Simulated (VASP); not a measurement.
Input of a VASP 6.6.1 run:

Contents of INCAR:

```
SYSTEM = Be2ZnSe3
ALGO = Normal
EDIFF = 1E-6
EDIFFG = -0.04
ENCUT = 600
GGA = PE
IBRION = 2
ISIF = 3
ISMEAR = 0
LASPH = .True.
LCHARG = .False.
LREAL = .False.
LWAVE = .False.
NELM = 100
NSW = 90
PREC = Accurate
SIGMA = 0.1
```

File KPOINTS:

```
k-points
0
Gamma
  4 4 6
  0 0 0
```

Contents of POSCAR:

```
Be2ZnSe3
1.0
    3.1022509004     -5.5749890115      0.0000000000
    3.1022509004      5.5749890115      0.0000000000
    0.0000000000      0.0000000000      3.3417279715
Be Zn Se
2 1 3
Direct
    0.5000000000      0.0000000000      0.5000000000
    0.0000000000      0.5000000000      0.5000000000
    0.0000000000      0.0000000000      0.0000000000
    0.7937384117      0.2062615883      0.0000000000
    0.2062615883      0.7937384117      0.0000000000
    0.5000000000      0.5000000000      0.5000000000
```

Potentials or basis: VASP PAW PBE potentials, release 64 (Be, Zn, Se).

Run with:

```sh
$ cat potpaw_PBE.64/Be/POTCAR potpaw_PBE.64/Zn/POTCAR potpaw_PBE.64/Se/POTCAR > POTCAR
$ mpirun -np 1 vasp_std > vasp.out
```

**Question.** Predict the space group after relaxing (to 0.1 Å).

**Answer.** Cmmm (No. 65).

**Question.** Predict the band gap on the k mesh.

**Answer.** Zero (bands 17 and 18 overlap by 2.29 eV).

Final structure:
```xyz
6
Lattice="3.0782 -5.5532 0.0000 3.0782 5.5532 0.0000 0.0000 0.0000 3.3997" Properties=species:S:1:pos:R:3 pbc="T T T"
Be    1.5391   -2.7766    1.6998
Be    4.6173   -2.7766    1.6998
Zn    3.0782   -5.5532    0.0000
Se    3.0782   -3.2545    0.0000
Se    3.0782    3.2545    0.0000
Se    3.0782    0.0000    1.6998
```
